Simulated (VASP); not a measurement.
# Ge (R-3m) in VASP: notebook, part 2 of 2

VASP 6.6.1. The steps go on from the part before.

**4. Single point, LDA (equal xy, yz and zx shear strains of +1 %)**

File INCAR:

```
SYSTEM = Ge
ALGO = Normal
EDIFF = 1E-6
ENCUT = 520
ISIF = 2
ISMEAR = -1
LASPH = .True.
LCHARG = .False.
LREAL = .False.
LWAVE = .False.
NBANDS = 21
NELM = 100
PREC = Accurate
SIGMA = 0.05
```

File KPOINTS:

```
k-points
0
Gamma
  10 10 10
  0 0 0
```

File POSCAR:

```
Ge
1.0
    0.0282877000      2.8429138500      2.8429138500
    2.8429138500      0.0282877000      2.8429138500
    2.8429138500      2.8429138500      0.0282877000
Ge
2
Direct
    0.5000000000      0.5000000000      0.5000000000
    0.7500000000      0.7500000000      0.7500000000
```

Potentials or basis: VASP PAW LDA potentials, release 64 (Ge_d).

Started as:

```
cat potpaw_LDA.64/Ge_d/POTCAR > POTCAR
mpirun -np 1 vasp_std > vasp.out
```

OUTCAR:

```text
SYSTEM = Ge
   EDIFF = 1E-6
   ENCUT = 520
   ISIF = 2
   ISMEAR = -1
   LASPH = .True.
   LREAL = .False.
   NELM = 100
   PREC = Accurate

 ion  position               nearest neighbor table
   1  0.500  0.500  0.500-   2 2.44   2 2.44   2 2.44   2 2.47
   2  0.750  0.750  0.750-   1 2.44   1 2.44   1 2.44   1 2.47

  LATTYP: Found a trigonal (rhomboedric) cell.
 ALAT       =     4.0205868366
 COS(alpha) =     0.5099250056

  Lattice vectors:

 A1 = (   0.0282877000,   2.8429138500,   2.8429138500)
 A2 = (   2.8429138500,   0.0282877000,   2.8429138500)
 A3 = (   2.8429138500,   2.8429138500,   0.0282877000)

Analysis of symmetry for initial positions (statically):
=====================================================================
 Subroutine PRICEL returns:
 Original cell was already a primitive cell.

 Routine SETGRP: Setting up the symmetry group for a
 trigonal (rhombohedral) supercell.

 Subroutine GETGRP returns: Found 12 space group operations
 (whereof  6 operations were pure point group operations)
 out of a pool of 12 trial point group operations.

The static configuration has the point symmetry C_3v.
 The point group associated with its full space group is D_3d.

Analysis of symmetry for dynamics (positions and initial velocities):
=====================================================================
 Subroutine PRICEL returns:
 Original cell was already a primitive cell.

 Routine SETGRP: Setting up the symmetry group for a
 trigonal (rhombohedral) supercell.

 Subroutine GETGRP returns: Found 12 space group operations
 (whereof  6 operations were pure point group operations)
 out of a pool of 12 trial point group operations.

The dynamic configuration has the point symmetry C_3v.
 The point group associated with its full space group is D_3d.

 Subroutine INISYM returns: Found 12 space group operations
 (whereof  6 operations are pure point group operations),
 and found     1 'primitive' translations

----------------------------------------------------------------------------------------
[... 111 lines left out ...]
   IMIX   =      4    mixing-type and parameters
     AMIX     =   0.40;   BMIX     =  1.00
     AMIX_MAG =   1.60;   BMIX_MAG =  1.00
  volume/ion in A,a.u.               =      22.63       152.74
  Fermi-wavevector in a.u.,A,eV,Ry     =   1.394860  2.635904 26.471972  1.945635
  Thomas-Fermi vector in A             =   2.518368
   LORBIT       =      0    0 simple, 1 ext, 2 COOP (PROOUT), +10 PAW based schemes
   GGA     = CA    functional components
   LHFCALC =     F    Hartree Fock is set to
   AEXX    =    0.0000 exact exchange contribution
   IVDW    =     0    specifies the selected vdW correction
   LEPSILON=     F    determine dielectric tensor
   LRPA    =     F    only Hartree local field effects (RPA)
 non-spin polarized calculation
  energy-cutoff  :      520.00
  volume of cell :       45.27
 maximum number of plane-waves:      1255
 NGX is ok and might be reduce to    30
   NGX = 15   NGY = 15   NGZ = 15

 number of electron      28.0000019 magnetization

 Free energy of the ion-electron system (eV)
  ---------------------------------------------------
  ext. energy  EPLUGINS =         0.00000000
  ---------------------------------------------------
  free energy    TOTEN  =       -10.38289197 eV

  energy without entropy =      -10.38211816  energy(sigma->0) =      -10.38250507

 E-fermi :   4.7043     XC(G=0): -10.2893

 val. band max:        4.5745142226   @ k =   0.0000   0.0000   0.0000
 cond. band min:       4.7071718842   @ k =   0.0000   0.0000   0.0000
 fundamental gap:      0.1326576616
 Fermi energy:         4.7043155089

 k-point     1 :       0.0000    0.0000    0.0000
  band No.  band energies     occupation
      1     -20.2197      2.00000
      2     -20.2197      2.00000
      3     -20.2038      2.00000
      4     -20.1776      2.00000
      5     -20.1776      2.00000
      6     -19.9773      2.00000
[... 565 lines left out ...]
     20      16.2153      0.00000
     21      16.5276      0.00000

 [... further k-points ...]

------------------------ aborting loop because EDIFF is reached ----------------------------------------

  FORCE on cell =-STRESS in cart. coord.  units (eV):
  Direction    XX          YY          ZZ          XY          YZ          ZX
  --------------------------------------------------------------------------------------
  -------------------------------------------------------------------------------------
  Total       -0.3063151     -0.3063151     -0.3063151     -0.2223055     -0.2223055     -0.2223055
  in kB      -10.8414779    -10.8414779    -10.8414779     -7.8681080     -7.8681080     -7.8681080
  external PRESSURE =     -10.8414779 kB  Pullay stress =       0.0000000 kB

 VOLUME and BASIS-vectors are now :
 -----------------------------------------------------------------------------
  energy-cutoff  :      520.00
  volume of cell :       45.27
      direct lattice vectors                 reciprocal lattice vectors
     0.028287700  2.842913850  2.842913850    -0.178522909  0.176764062  0.176764062
     2.842913850  0.028287700  2.842913850     0.176764062 -0.178522909  0.176764062
     2.842913850  2.842913850  0.028287700     0.176764062  0.176764062 -0.178522909

 POSITION                                       TOTAL-FORCE (eV/Angst)
 -----------------------------------------------------------------------------------
      2.85706      2.85706      2.85706         0.076658      0.076658      0.076658
      4.28559      4.28559      4.28559        -0.076658     -0.076658     -0.076658
 -----------------------------------------------------------------------------------
    total drift:                                0.000000     -0.000000     -0.000000

  FREE ENERGIE OF THE ION-ELECTRON SYSTEM (eV)
  ---------------------------------------------------
  free  energy   TOTEN  =       -10.3828919707 eV

  energy  without entropy=      -10.3821181644  energy(sigma->0) =      -10.38250507
```

stdout:

```text
POSCAR found type information on POSCAR Ge
 POSCAR found :  1 types and       2 ions
 scaLAPACK will be used
 LDA part: xc-table for (Slater(with rela. corr.)+CA(PZ))
 , standard interpolation
 POSCAR, INCAR and KPOINTS ok, starting setup
 FFT: planning ... GRIDC
 FFT: planning ... GRID_SOFT
 FFT: planning ... GRID
 WAVECAR not read
 entering main loop
```

Run time: 48 s. Hardware: 1 thread of Intel Xeon 6975P-C (Granite Rapids), shared host; peak memory 0.2 GiB.

What came out:

```yaml
Free_energy: -10.3829 eV
Pressure: -1.1 GPa
Largest_force: 0.133 eV/Å
Band_gap_on_the_k_mesh: zero (filled and empty bands touch)
```

Forces in eV/Å, atoms in the order of the input:
```
Ge   0.077  0.077  0.077
Ge  -0.077 -0.077 -0.077
```

Caveat: the cell differs from its parent crystal (equal xy, yz and zx shear strains of +1 %).

**5. Single point, LDA (equal xy, yz and zx shear strains of +3 %)**

File INCAR:

```
ALGO = Normal ; EDIFF = 1E-6
ENCUT = 520 ; ISIF = 2
ISMEAR = -1 ; LASPH = T
LCHARG = T ; LELF = T
LREAL = F ; LVHAR = T
LWAVE = F ; NBANDS = 21
NELM = 80 ; PREC = Accurate
SIGMA = 0.05
```

File KPOINTS:

```
k-points
0
Gamma
  10 10 10
```

File POSCAR:

```
Ge
1.0
    0.0848631000      2.8712015500      2.8712015500
    2.8712015500      0.0848631000      2.8712015500
    2.8712015500      2.8712015500      0.0848631000
Ge
2
Direct
    0.5000000000      0.5000000000      0.5000000000
    0.7500000000      0.7500000000      0.7500000000
```

Started as:

```
cat potpaw_LDA.64/Ge_d/POTCAR > POTCAR
mpirun -np 1 vasp_std > vasp.out
```

Wall time 41 s (1 thread of Intel Xeon 6975P-C (Granite Rapids), shared host); peak memory 0.2 GiB.

It converged, with:

| Quantity | Value |
| --- | --- |
| Free energy | -10.3573 eV |
| Pressure | -0.9 GPa |
| Largest force | 0.355 eV/Å |
| Band gap on the k mesh | zero (band 14 reaches 4.76 eV, above the bottom of band 15 at 4.67 eV) |

Forces in eV/Å, atoms in the order of the input:
```
Ge   0.205  0.205  0.205
Ge  -0.205 -0.205 -0.205
```

Stress tensor (GPa, compression positive):
```
-0.90 -2.26 -2.26
-2.26 -0.90 -2.26
-2.26 -2.26 -0.90
```

Levels at points of the mesh, in eV from the Fermi level:
| k point | band 12 | band 13 | band 14 | band 15 | band 16 | band 17 |
| --- | --- | --- | --- | --- | --- | --- |
| (0.00, 0.00, 0.00) | -0.17 | -0.01 | 0.09 | 0.09 | 2.26 | 2.82 |
| (0.50, 0.00, 0.00) | -7.63 | -1.43 | -1.39 | 0.00 | 3.51 | 3.98 |
| (0.50, 0.50, 0.00) | -8.73 | -3.15 | -2.87 | 0.56 | 0.90 | 9.32 |
| (0.50, 0.50, 0.50) | -7.44 | -1.13 | -1.13 | 0.50 | 3.93 | 3.93 |

Caveat: the cell differs from its parent crystal (equal xy, yz and zx shear strains of +3 %).

**6. The runs side by side**

| cell | gap on the mesh (eV) | pressure (GPa) | largest force (eV/Å) |
| --- | --- | --- | --- |
| a = 4.041 Å, angles 58.7°, 2 atoms | none | -1.1 | 0.25 |
| a = 3.961 Å, angles 61.3°, 2 atoms | none | -1.0 | 0.32 |
| a = 4.021 Å, angles 59.3°, 2 atoms | none | -1.1 | 0.13 |
| a = 4.061 Å, angles 58.0°, 2 atoms | none | -0.9 | 0.35 |

Alike in all rows: task single point; level LDA; potentials or basis VASP PAW LDA potentials, release 64 (Ge_d); no spin polarisation; k mesh 10 × 10 × 10; cutoff (eV) 520; smearing fermi-dirac 0.05 eV.

Total energies depend on the potentials used, so only differences within one code and one set of settings carry meaning.
